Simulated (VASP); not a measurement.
Set up this calculation in VASP 6.6.1, as the native input.

| Property | Result |
| --- | --- |
| Task | single point |
| Functional | HSE06 |
| Potentials or basis | VASP PAW PBE potentials, release 64 (B, N) |
| Cutoff | 520 eV |
| k mesh | 9 × 9 × 4 |
| Occupations | gaussian, width 0.01 eV |
| Spin | no spin polarisation |
| Dipole correction | no |
| Grid for exact exchange (PRECFOCK) | Normal |
| Further INCAR settings | ALGO = Normal; EDIFF = 1e-06; NBANDS = 16 |
| Share of exact exchange | 0.25 |
| Screening parameter | 0.2079 1/Å |

BN:

```
B N
1.0
     2.39360    0.00000    0.00000
    -1.19680    2.07292    0.00000
     0.00000    0.00000    3.95913
B N
2 2
Direct
  0.66667 0.33333 0.00078
  0.33333 0.66667 0.50078
  0.66667 0.33333 0.37422
  0.33333 0.66667 0.87422
```

This cell differs from its parent crystal: strain -5.9%.

The input as run:

POSCAR

```
BN
1.0
    2.3936019098      0.0000000000      0.0000000000
   -1.1968009549      2.0729200604      0.0000000000
    0.0000000000      0.0000000000      3.9591348069
B N
2 2
Direct
    0.6666666667      0.3333333333      0.0007834492
    0.3333333333      0.6666666667      0.5007834492
    0.6666666667      0.3333333333      0.3742165508
    0.3333333333      0.6666666667      0.8742165508
```

INCAR.step1

```
SYSTEM = BN
PREC     = Accurate       ! precision mode
ENCUT    = 520            ! plane-wave cutoff, eV
EDIFF    = 1E-5           ! SCF threshold, eV
ISMEAR   = 0              ! smearing method
SIGMA    = 0.01           ! smearing width, eV
LREAL    = .False.        ! projectors in reciprocal space
LASPH    = .True.         ! aspherical terms in the spheres
NELM     = 60             ! most SCF steps
ALGO     = Normal         ! electronic algorithm
ISIF     = 2              ! what is computed and relaxed
LWAVE    = .True.         ! write WAVECAR
LCHARG   = .False.        ! write CHGCAR
GGA      = PE             ! functional
NBANDS   = 16             ! bands
```

INCAR.step2

```
SYSTEM = BN
PREC     = Accurate       ! precision mode
ENCUT    = 520            ! plane-wave cutoff, eV
EDIFF    = 1E-6           ! SCF threshold, eV
ISMEAR   = 0              ! smearing method
SIGMA    = 0.01           ! smearing width, eV
LREAL    = .False.        ! projectors in reciprocal space
LASPH    = .True.         ! aspherical terms in the spheres
NELM     = 60             ! most SCF steps
ALGO     = Normal         ! electronic algorithm
ISIF     = 2              ! what is computed and relaxed
LWAVE    = .False.        ! write WAVECAR
LCHARG   = .False.        ! write CHGCAR
GGA      = PE             ! functional
LHFCALC  = .True.         ! exact exchange
HFSCREEN = 0.2079         ! screening, 1/A
PRECFOCK = Normal       
ISTART   = 1            
NBANDS   = 16             ! bands
```

KPOINTS

```
Automatic mesh
0
Gamma
  9 9 4
  0 0 0
```

Potentials or basis: VASP PAW PBE potentials, release 64 (B, N).

Launch:

```sh
$ cat potpaw_PBE.64/B/POTCAR potpaw_PBE.64/N/POTCAR > POTCAR
$ cp INCAR.step1 INCAR
$ mpirun -np 1 vasp_std > vasp.out
$ cp INCAR.step2 INCAR
$ mpirun -np 1 vasp_std > vasp.out
```

It gave:

```yaml
Pressure: 95.4 GPa
Largest_force: 0.015 eV/Å
Band_gap_on_the_k_mesh: 6.07 eV (least direct gap 10.85 eV)
```

Caveat: the cell differs from its parent crystal (strain -5.9%); the cell stands under pressure; the PAW data sets were made with another functional, which shifts forces and pressure a little.

Run time: 57 min on 1 thread of Oxide Virtual Turin-like Processor, with other jobs on the host, peak memory 0.21 GiB.
